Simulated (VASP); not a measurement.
Input of a VASP 6.6.1 run:

INCAR

```
PREC = Accurate
ENCUT = 500
EDIFF = 1E-6
ISMEAR = -1
SIGMA = 0.05
LREAL = F
LASPH = T
NELM = 120
ALGO = Normal
ISIF = 2
LWAVE = F
LCHARG = T
GGA = PS
LELF = T
LVHAR = T
NBANDS = 17
GGA_COMPAT = F
```

File KPOINTS:

```
regular mesh
0
Gamma
  6 6 4
```

File POSCAR:

```
PbS
1.0
    4.0896980000      0.0000000000      0.0000000000
   -2.0448490000      3.5417823618      0.0000000000
    0.0000000000      0.0000000000      3.7881670000
Pb S
1 1
Direct
    0.0000000000      0.0000000000      0.0000000000
    0.6666666667      0.3333333333      0.5000000000
```

Potentials or basis: VASP PAW PBE potentials, release 64 (Pb_d, S).

Run with:

```console
$ cat potpaw_PBE.64/Pb_d/POTCAR potpaw_PBE.64/S/POTCAR > POTCAR
$ mpirun -np 1 vasp_std > vasp.out
```

Predict the pressure.

-3.2 GPa.

What does it give for the band gap on the k mesh?

Zero (bands 10 and 11 overlap by 0.52 eV).

Stress tensor (GPa, compression positive):
```
-3.45  0.00  0.00
 0.00 -3.45  0.00
 0.00  0.00 -2.72
```

Caveat: the k points lie up to 0.41 Å⁻¹ apart, too coarse for converged energies and pressures of a metal; semilocal functionals underestimate gaps, and a narrow one can read as zero; the PAW data sets were made with another functional, which shifts forces and pressure a little; spin-orbit coupling is left out, which moves the levels of the heavy elements.
